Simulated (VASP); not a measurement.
# SiO2 (P6_322) in VASP: single point with LDA

Aim: the single point of SiO2 with LDA.

Program: VASP 6.6.1. These are calculated values, not measurements. Logs are shortened: lines on timing, memory, paths and dates and some standing lists are left out, and cuts for length are marked.

## (1) The cell of the first run

The typed cell holds 12 atoms: a = 5.250 Å, b = 5.250 Å, c = 8.572 Å, α = 90.00°, β = 90.00°, γ = 120.00°.

## (2) Single point, LDA (volume scaled by 1.10, then relaxed in part)

Contents of INCAR:

```
SYSTEM = SiO2
  ALGO = Normal
  EDIFF = 1E-6
  ENCUT = 520
  ISIF = 2
  ISMEAR = 0
  LASPH = .True.
  LCHARG = .True.
  LELF = .True.
  LREAL = .False.
  LVHAR = .True.
  LWAVE = .False.
  NBANDS = 44
  NELM = 80
  PREC = Accurate
  SIGMA = 0.02
```

Contents of KPOINTS:

```
k-points
0
Gamma
  6 6 4
  0 0 0
```

Contents of POSCAR:

```
SiO2
1.0
    5.2497421378      0.0000000000      0.0000000000
   -2.6248710689      4.5464100547      0.0000000000
    0.0000000000      0.0000000000      8.5721334325
Si O
4 8
Direct
    0.6666666667      0.3333333333      0.9375372810
    0.6666666667      0.3333333333      0.5624627190
    0.3333333333      0.6666666667      0.0624627190
    0.3333333333      0.6666666667      0.4375372810
    0.0000000000      0.4996922719      0.0000000000
    0.4996922719      0.4996922719      0.5000000000
    0.5003077281      0.0000000000      0.5000000000
    0.5003077281      0.5003077281      0.0000000000
    0.0000000000      0.5003077281      0.5000000000
    0.6666666667      0.3333333333      0.7500000000
    0.3333333333      0.6666666667      0.2500000000
    0.4996922719      0.0000000000      0.0000000000
```

Potentials or basis: VASP PAW LDA potentials, release 64 (Si, O).

Run with:

```
cat potpaw_LDA.64/Si/POTCAR potpaw_LDA.64/O/POTCAR > POTCAR
mpirun -np 1 vasp_std > vasp.out
```

OUTCAR:

```text
SYSTEM = SiO2
   EDIFF = 1E-6
   ENCUT = 520
   ISIF = 2
   ISMEAR = 0
   LASPH = .True.
   LREAL = .False.
   NELM = 80
   PREC = Accurate

 ion  position               nearest neighbor table
   1  0.667  0.333  0.938-   5 1.61  12 1.61   8 1.61  10 1.61
   2  0.667  0.333  0.562-   9 1.61   7 1.61   6 1.61  10 1.61
   3  0.333  0.667  0.062-   5 1.61  12 1.61   8 1.61  11 1.61
   4  0.333  0.667  0.438-   9 1.61   7 1.61   6 1.61  11 1.61
   5  0.000  0.500  0.000-   1 1.61   3 1.61
   6  0.500  0.500  0.500-   2 1.61   4 1.61
   7  0.500  0.000  0.500-   2 1.61   4 1.61
   8  0.500  0.500  0.000-   3 1.61   1 1.61
   9  0.000  0.500  0.500-   4 1.61   2 1.61
  10  0.667  0.333  0.750-   1 1.61   2 1.61
  11  0.333  0.667  0.250-   3 1.61   4 1.61
  12  0.500  0.000  0.000-   3 1.61   1 1.61

  LATTYP: Found a hexagonal cell.
 ALAT       =     5.2497421378
 C/A-ratio  =     1.6328675214

  Lattice vectors:

 A1 = (   5.2497421378,   0.0000000000,   0.0000000000)
 A2 = (  -2.6248710689,   4.5464100547,   0.0000000000)
 A3 = (   0.0000000000,   0.0000000000,   8.5721334325)

Analysis of symmetry for initial positions (statically):
=====================================================================
 Subroutine PRICEL returns:
 Original cell was already a primitive cell.

 Routine SETGRP: Setting up the symmetry group for a
 hexagonal supercell.

 Subroutine GETGRP returns: Found 12 space group operations
 (whereof  6 operations were pure point group operations)
 out of a pool of 24 trial point group operations.

The static configuration has the point symmetry D_3 .
 The point group associated with its full space group is D_6 .

Analysis of symmetry for dynamics (positions and initial velocities):
=====================================================================
 Subroutine PRICEL returns:
 Original cell was already a primitive cell.

 Routine SETGRP: Setting up the symmetry group for a
 hexagonal supercell.

 Subroutine GETGRP returns: Found 12 space group operations
 (whereof  6 operations were pure point group operations)
 out of a pool of 24 trial point group operations.

The dynamic configuration has the point symmetry D_3 .
 The point group associated with its full space group is D_6 .

 Subroutine INISYM returns: Found 12 space group operations
 (whereof  6 operations are pure point group operations),
 and found     1 'primitive' translations

----------------------------------------------------------------------------------------

                                     Primitive cell

  volume of cell :     204.5952

  direct lattice vectors                    reciprocal lattice vectors
     5.249742138  0.000000000  0.000000000     0.190485546  0.109976882  0.000000000
    -2.624871069  4.546410055  0.000000000     0.000000000  0.219953763  0.000000000
     0.000000000  0.000000000  8.572133432     0.000000000  0.000000000  0.116657074

  length of vectors
     5.249742138  5.249742138  8.572133432     0.219953763  0.219953763  0.116657074

  position of ions in fractional coordinates (direct lattice)
     0.666666667  0.333333333  0.937537281
     0.666666667  0.333333333  0.562462719
     0.333333333  0.666666667  0.062462719
     0.333333333  0.666666667  0.437537281
     0.000000000  0.499692272  0.000000000
     0.499692272  0.499692272  0.500000000
     0.500307728  0.000000000  0.500000000
     0.500307728  0.500307728  0.000000000
     0.000000000  0.500307728  0.500000000
     0.666666667  0.333333333  0.750000000
     0.333333333  0.666666667  0.250000000
     0.499692272  0.000000000  0.000000000

  ion indices of the primitive-cell ions
   primitive index   ion index
                 1           1
                 2           2
                 3           3
                 4           4
                 5           5
                 6           6
                 7           7
                 8           8
                 9           9
                10          10
                11          11
                12          12

----------------------------------------------------------------------------------------

 KPOINTS: k-points

Automatic generation of k-mesh.
 Grid dimensions read from file:
 generate k-points for:    6    6    4

 Generating k-lattice:

  Cartesian coordinates                     Fractional coordinates (reciprocal lattice)
     0.031747591  0.018329480  0.000000000     0.166666667  0.000000000  0.000000000
     0.000000000  0.036658961  0.000000000     0.000000000  0.166666667  0.000000000
     0.000000000  0.000000000  0.029164268     0.000000000  0.000000000  0.250000000

  Length of vectors
     0.036658961  0.036658961  0.029164268

  Shift w.r.t. Gamma in fractional coordinates (k-lattice)
     0.000000000  0.000000000  0.000000000

 Subroutine IBZKPT returns following result:
 ===========================================

 Found     21 irreducible k-points:

 Following reciprocal coordinates:
            Coordinates               Weight
  0.000000  0.000000  0.000000      1.000000
  0.166667  0.000000  0.000000      6.000000
  0.333333  0.000000  0.000000      6.000000
  0.500000  0.000000  0.000000      3.000000
  0.166667  0.166667  0.000000      6.000000
  0.333333  0.166667  0.000000     12.000000
[... 13 lines left out ...]
  0.333333  0.166667  0.500000     12.000000
  0.333333  0.333333  0.500000      2.000000
   k-points           NKPTS =     21   k-points in BZ     NKDIM =     21   number of bands    NBANDS=     44
   number of dos      NEDOS =    301   number of ions     NIONS =     12
   total plane-waves  NPLWV = 102400
   dimension x,y,z NGX =    40 NGY =   40 NGZ =   64
   dimension x,y,z NGXF=    80 NGYF=   80 NGZF=  128
   ions per type =               4   8
   NGX,Y,Z   is equivalent  to a cutoff of  12.67, 12.67, 12.41 a.u.
   NGXF,Y,Z  is equivalent  to a cutoff of  25.33, 25.33, 24.82 a.u.
 SYSTEM =  SiO2
   PREC   = accura    normal or accurate (medium, high low for compatibility)
   ISTART =      0    job   : 0-new  1-cont  2-samecut
   ICHARG =      2    charge: 1-file 2-atom 10-const
   ISPIN  =      1    spin polarized calculation?
   LNONCOLLINEAR =      F non collinear calculations
   LSORBIT =      F    spin-orbit coupling
   LASPH  =      T    aspherical Exc in radial PAW
   ENCUT  =  520.0 eV  38.22 Ry    6.18 a.u.   9.76  9.76 15.94*2*pi/ulx,y,z
   NELM   =     80;   NELMIN=  2; NELMDL= -5     # of ELM steps
   EDIFF  = 0.1E-05   stopping-criterion for ELM
   LREAL  =      F    real-space projection
   EDIFFG = 0.1E-04   stopping-criterion for IOM
   NSW    =      0    number of steps for IOM
   IBRION =     -1    ionic relax: 0-MD 1-quasi-New 2-CG
   NFREE  =      0    steps in history (QN), initial steepest desc. (CG)
   ISIF   =      2    stress and relaxation
   ISYM   =      2    0-nonsym 1-usesym 2-fastsym
   POTIM  = 0.5000    time-step for ionic-motion
   TEBEG  =    0.0;   TEEND  =   0.0 temperature during run
   PSTRESS=    0.0 pullay stress
   NELECT =      64.0000    total number of electrons
   NUPDOWN=      -1.0000    fix difference up-down
   EMIN   =  10.00;   EMAX   =-10.00  energy-range for DOS
   EFERMI =   0.00;   METHOD = LEGACY
   ISMEAR =     0;   SIGMA  =   0.02  broadening in eV -4-tet -1-fermi 0-gaus
   EFERMI_NEDOS =   21; number of points for ismear=-14 and -15
   IALGO  =     38    algorithm
   IMIX   =      4    mixing-type and parameters
     AMIX     =   0.40;   BMIX     =  1.00
     AMIX_MAG =   1.60;   BMIX_MAG =  1.00
  volume/ion in A,a.u.               =      17.05       115.06
  Fermi-wavevector in a.u.,A,eV,Ry     =   1.111313  2.100077 16.803415  1.235016
  Thomas-Fermi vector in A             =   2.247874
   LORBIT       =      0    0 simple, 1 ext, 2 COOP (PROOUT), +10 PAW based schemes
   GGA     = CA    functional components
   LHFCALC =     F    Hartree Fock is set to
   AEXX    =    0.0000 exact exchange contribution
   IVDW    =     0    specifies the selected vdW correction
   LEPSILON=     F    determine dielectric tensor
   LRPA    =     F    only Hartree local field effects (RPA)
 non-spin polarized calculation
 Gauss-broadening in eV      SIGMA  =   0.02
  energy-cutoff  :      520.00
  volume of cell :      204.60
 maximum number of plane-waves:      5538
 NGX is ok and might be reduce to    40
   NGX = 19   NGY = 19   NGZ = 31

 number of electron      63.9999935 magnetization

 Free energy of the ion-electron system (eV)
  ---------------------------------------------------
  ext. energy  EPLUGINS =         0.00000000
  ---------------------------------------------------
  free energy    TOTEN  =      -103.60493339 eV

  energy without entropy =     -103.60493339  energy(sigma->0) =     -103.60493339

 E-fermi :  -0.9944     XC(G=0):  -7.9548

 val. band max:       -1.1499190414   @ k =   0.0000   0.0000   0.0000
 cond. band min:       4.1246238471   @ k =   0.0000   0.0000   0.0000
 fundamental gap:      5.2745428885
 Fermi energy:        -0.9944205962

 k-point     1 :       0.0000    0.0000    0.0000
  band No.  band energies     occupation
      1     -20.3149      2.00000
      2     -19.9002      2.00000
      3     -18.9150      2.00000
      4     -18.2424      2.00000
      5     -18.2424      2.00000
      6     -18.2287      2.00000
[... 36 lines left out ...]
     43      10.0451      0.00000
     44      10.4115      0.00000

 k-point     2 :       0.1667    0.0000    0.0000
  band No.  band energies     occupation
      1     -20.2455      2.00000
      2     -19.8232      2.00000
      3     -19.0124      2.00000
      4     -18.3613      2.00000
      5     -18.2499      2.00000
      6     -18.2455      2.00000
[... 885 lines left out ...]
 k-point    21 :       0.3333    0.3333    0.5000
  band No.  band energies     occupation
      1     -19.6771      2.00000
      2     -19.6771      2.00000
      3     -19.1901      2.00000
      4     -19.1901      2.00000
      5     -18.2537      2.00000
      6     -18.2537      2.00000
[... 36 lines left out ...]
     43       9.9161      0.00000
     44       9.9718      0.00000

------------------------ aborting loop because EDIFF is reached ----------------------------------------

  FORCE on cell =-STRESS in cart. coord.  units (eV):
  Direction    XX          YY          ZZ          XY          YZ          ZX
  --------------------------------------------------------------------------------------
  -------------------------------------------------------------------------------------
  Total       -3.0323752     -3.0323752     -3.2250263      0.0000000      0.0000000      0.0000000
  in kB      -23.7464133    -23.7464133    -25.2550568      0.0000000      0.0000000      0.0000000
  external PRESSURE =     -24.2492945 kB  Pullay stress =       0.0000000 kB

 VOLUME and BASIS-vectors are now :
 -----------------------------------------------------------------------------
  energy-cutoff  :      520.00
  volume of cell :      204.60
      direct lattice vectors                 reciprocal lattice vectors
     5.249742138  0.000000000  0.000000000     0.190485546  0.109976882  0.000000000
    -2.624871069  4.546410055  0.000000000     0.000000000  0.219953763  0.000000000
     0.000000000  0.000000000  8.572133432     0.000000000  0.000000000  0.116657074

 POSITION                                       TOTAL-FORCE (eV/Angst)
 -----------------------------------------------------------------------------------
      2.62487      1.51547      8.03669        -0.000000      0.000000     -0.007251
      2.62487      1.51547      4.82151        -0.000000      0.000000      0.007251
     -0.00000      3.03094      0.53544        -0.000000      0.000000      0.007251
     -0.00000      3.03094      3.75063        -0.000000      0.000000     -0.007251
     -1.31163      2.27181      0.00000         0.000018     -0.000031      0.000000
      1.31163      2.27181      4.28607        -0.000018     -0.000031      0.000000
      2.62649      0.00000      4.28607         0.000036      0.000000      0.000000
      1.31324      2.27460      0.00000         0.000018      0.000031     -0.000000
     -1.31324      2.27460      4.28607        -0.000018      0.000031     -0.000000
      2.62487      1.51547      6.42910        -0.000000      0.000000     -0.000000
     -0.00000      3.03094      2.14303        -0.000000      0.000000     -0.000000
      2.62326      0.00000      0.00000        -0.000036      0.000000      0.000000
 -----------------------------------------------------------------------------------
    total drift:                                0.000000     -0.000000      0.000000

  FREE ENERGIE OF THE ION-ELECTRON SYSTEM (eV)
  ---------------------------------------------------
  free  energy   TOTEN  =      -103.6049333856 eV

  energy  without entropy=     -103.6049333856  energy(sigma->0) =     -103.60493339
```

It took 2.3 min on 1 thread of Intel Xeon 6975P-C (Granite Rapids), shared host; peak memory 0.31 GiB.

Results:

```
Free energy            : -103.6049 eV
Pressure               : -2.4 GPa
Largest force          : 0.007 eV/Å
Band gap on the k mesh : 5.27 eV, direct
```

Forces on the atoms (eV/Å):
```
Si   0.000  0.000 -0.007
Si   0.000  0.000  0.007
Si   0.000  0.000  0.007
Si   0.000  0.000 -0.007
O    0.000  0.000  0.000
O    0.000  0.000  0.000
O    0.000  0.000  0.000
O    0.000  0.000  0.000
O    0.000  0.000  0.000
O    0.000  0.000  0.000
O    0.000  0.000  0.000
O    0.000  0.000  0.000
```

 A k mesh can miss the band edges.
